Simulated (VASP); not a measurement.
# TiTe2 (P-3m1) in VASP: further runs, part 2 of 2

VASP 6.6.1. The steps go on from the part before.

## Step 3: Relaxation of cell and atoms, PBE, target pressure 10 GPa, at which the enthalpy is minimised

Input file INCAR:

```
SYSTEM = TiTe2
PREC = Accurate ; ENCUT = 600
EDIFF = 1E-6 ; ISMEAR = -1
SIGMA = 0.05 ; LREAL = .False.
LASPH = .True. ; NELM = 100
ALGO = Normal ; ISIF = 3
LWAVE = .False. ; LCHARG = .False.
GGA = PE ; IBRION = 2
NSW = 60 ; EDIFFG = -0.01
PSTRESS = 100.0
```

Input file KPOINTS:

```
regular mesh
0
Gamma
  8 8 4
  0 0 0
```

Input file POSCAR:

```
TiTe2
1.0
    3.7770000000      0.0000000000      0.0000000000
   -1.8885000000      3.2709779501      0.0000000000
    0.0000000000      0.0000000000      6.4980000000
Te Ti
2 1
Direct
    0.3333333333      0.6666666667      0.7372000000
    0.6666666667      0.3333333333      0.2628000000
    0.0000000000      0.0000000000      0.0000000000
```

Potentials or basis: VASP PAW PBE potentials, release 64 (Te, Ti_sv).

Started as:

```console
$ cat potpaw_PBE.64/Te/POTCAR potpaw_PBE.64/Ti_sv/POTCAR > POTCAR
$ mpirun -np 1 vasp_std > vasp.out
```

OUTCAR:

```text
SYSTEM = TiTe2
   PREC = Accurate
   ENCUT = 600
   EDIFF = 1E-6
   ISMEAR = -1
   LREAL = .False.
   LASPH = .True.
   NELM = 100
   ISIF = 3
   GGA = PE
   IBRION = 2
   NSW = 60
   EDIFFG = -0.01
   PSTRESS = 100.0

 ion  position               nearest neighbor table
   1  0.333  0.667  0.737-   3 2.77   3 2.77   3 2.77
   2  0.667  0.333  0.263-   3 2.77   3 2.77   3 2.77
   3  0.000  0.000  0.000-   1 2.77   2 2.77   2 2.77   1 2.77   2 2.77   1 2.77

  LATTYP: Found a hexagonal cell.
 ALAT       =     3.7770000000
 C/A-ratio  =     1.7204130262

  Lattice vectors:

 A1 = (   3.7770000000,   0.0000000000,   0.0000000000)
 A2 = (  -1.8885000000,   3.2709779501,   0.0000000000)
 A3 = (   0.0000000000,   0.0000000000,   6.4980000000)

Analysis of symmetry for initial positions (statically):
=====================================================================
 Subroutine PRICEL returns:
 Original cell was already a primitive cell.

 Routine SETGRP: Setting up the symmetry group for a
 hexagonal supercell.

 Subroutine GETGRP returns: Found 12 space group operations
 (whereof 12 operations were pure point group operations)
 out of a pool of 24 trial point group operations.

The static configuration has the point symmetry D_3d.

Analysis of symmetry for dynamics (positions and initial velocities):
[... 152 lines left out ...]

 number of electron      24.0000002 magnetization

 Free energy of the ion-electron system (eV)
  ---------------------------------------------------
  ext. energy  EPLUGINS =         0.00000000
  ---------------------------------------------------
  free energy    TOTEN  =       -16.21538376 eV

  energy without entropy =      -16.20394682  energy(sigma->0) =      -16.20966529

 E-fermi :   6.8080     XC(G=0):  -9.8601

 val. band max:        6.7891174048   @ k =   0.1250   0.0000   0.2500
 cond. band min:       6.8395422088   @ k =   0.5000   0.0000   0.0000
 fundamental gap:      0.0504248040
 Fermi energy:         6.8079583278

 k-point     1 :       0.0000    0.0000    0.0000
  band No.  band energies     occupation
      1     -50.6634      2.00000
      2     -26.9203      2.00000
      3     -26.9203      2.00000
      4     -26.8839      2.00000
      5      -5.5824      2.00000
      6      -4.0797      2.00000
[... 559 lines left out ...]
  energy  without entropy=      -15.9481028310  energy(sigma->0) =      -15.95366716

  enthalpy is  TOTEN    =       -11.4681277471 eV   P V=        4.4911037456

[... ionic steps 4 to 10 ...]

--------------------------------------- Ionic step       11  -------------------------------------------

 number of electron      24.0000004 magnetization

------------------------ aborting loop because EDIFF is reached ----------------------------------------
[... 73 lines left out ...]
--------------------------------------- Ionic step       13  -------------------------------------------

 number of electron      24.0000004 magnetization

 Free energy of the ion-electron system (eV)
  ---------------------------------------------------
  ext. energy  EPLUGINS =         0.00000000
  ---------------------------------------------------
  free energy    TOTEN  =       -15.86774090 eV

  energy without entropy =      -15.85794967  energy(sigma->0) =      -15.86284529

 E-fermi :   8.9651     XC(G=0): -10.6881

 val. band max:        8.9370167077   @ k =   0.3750   0.0000   0.0000
 cond. band min:       9.0499672316   @ k =   0.0000   0.3750   0.2500
 fundamental gap:      0.1129505239
 Fermi energy:         8.9650553315

 k-point     1 :       0.0000    0.0000    0.0000
  band No.  band energies     occupation
      1     -48.1804      2.00000
      2     -24.4531      2.00000
      3     -24.4531      2.00000
      4     -24.4525      2.00000
      5      -4.5136      2.00000
      6      -2.2721      2.00000
[... 481 lines left out ...]
  energy  without entropy=      -15.8579496716  energy(sigma->0) =      -15.86284529

  enthalpy is  TOTEN    =       -11.6123576329 eV   P V=        4.2553832708

 reached required accuracy - stopping structural energy minimisation
```

OSZICAR:

```text
N       E                     dE             d eps       ncg     rms          rms(c)
DAV:   1     0.187669896759E+03    0.18767E+03   -0.11804E+04  1120   0.154E+03
DAV:   2     0.313275290215E+00   -0.18736E+03   -0.18580E+03  1184   0.357E+02
[... 132 lines left out ...]
  12 F= -.11612334E+02 E0= -.11607430E+02  d E =-.201453E-03
       N       E                     dE             d eps       ncg     rms          rms(c)
DAV:   1    -0.158678261518E+02   -0.25606E-02   -0.27732E-03  1528   0.602E-01    0.812E-02
DAV:   2    -0.158678176209E+02    0.85309E-05   -0.17422E-03  1472   0.340E-01    0.558E-02
DAV:   3    -0.158677465213E+02    0.71100E-04   -0.75296E-04  1432   0.171E-01    0.205E-02
DAV:   4    -0.158677405734E+02    0.59479E-05   -0.39985E-05  1576   0.559E-02    0.124E-02
DAV:   5    -0.158677409037E+02   -0.33033E-06   -0.29753E-06  1208   0.114E-02
  13 F= -.11612358E+02 E0= -.11607462E+02  d E =-.234800E-04
```

Wall time 4.7 min (1 thread of Intel Xeon 6975P-C (Granite Rapids), shared host); peak memory 0.26 GiB.

Results:

- Free energy: -15.8677 eV
- Relaxed volume: 22.73 Å³/atom
- Relaxed cell: a = 3.585 Å, b = 3.585 Å, c = 6.125 Å, α = 90.00°, β = 90.00°, γ = 120.00°
- Space group after relaxing (to 0.05 Å): P-3m1 (No. 164)
- Energy change on relaxing (the enthalpy is what falls): +115.9 meV/atom
- Ionic steps: 13
- Pressure after relaxing: 10.0 GPa
- Largest force after relaxing: 0.006 eV/Å
- Band gap on the k mesh: zero (band 12 reaches 9.51 eV, above the bottom of band 13 at 8.65 eV)

Forces on the atoms (eV/Å):
```
Te   0.000  0.000  0.006
Te   0.000  0.000 -0.006
Ti   0.000  0.000  0.000
```

Step by step:
| step | energy change (eV) | largest force (eV/Å) | pressure (GPa) | volume (Å³) |
| --- | --- | --- | --- | --- |
| 1 | 0.0000 | 0.0218 | 0.89 | 80.28 |
| 2 | 1.0858 | 2.5103 | 24.54 | 63.87 |
| 3 | 0.2562 | 1.0639 | 9.94 | 71.96 |
| 4 | 0.2667 | 0.6884 | 9.81 | 70.42 |
| 5 | 0.3368 | 0.1587 | 10.06 | 68.55 |
| 6 | 0.3551 | 0.0649 | 10.13 | 68.24 |
| 7 | 0.3440 | 0.0043 | 9.89 | 68.28 |
| 8 | 0.3404 | 0.0447 | 9.74 | 68.30 |
| 9 | 0.3403 | 0.0472 | 9.73 | 68.30 |
| 10 | 0.3719 | 0.0552 | 10.65 | 67.80 |
| 11 | 0.3504 | 0.0134 | 10.04 | 68.13 |
| 12 | 0.3501 | 0.0146 | 10.03 | 68.14 |
| 13 | 0.3476 | 0.0057 | 10.02 | 68.18 |

Final structure:
```
CELL_PARAMETERS angstrom
3.58516 0.00000 0.00000
-1.79258 3.10484 0.00000
0.00000 0.00000 6.12494
ATOMIC_POSITIONS crystal
Te 0.33333 0.66667 0.71685
Te 0.66667 0.33333 0.28315
Ti 0.00000 0.00000 0.00000
```

Caveat: the cell is relaxed towards a set pressure, so the enthalpy falls and the energy may rise; the volume moved by over 15 % at a fixed basis, so the end points are rough; spin-orbit coupling is left out, which moves the levels of the heavy elements; this functional lacks dispersion, which binds the layers, so the pressure and a relaxed spacing across them are unreliable.
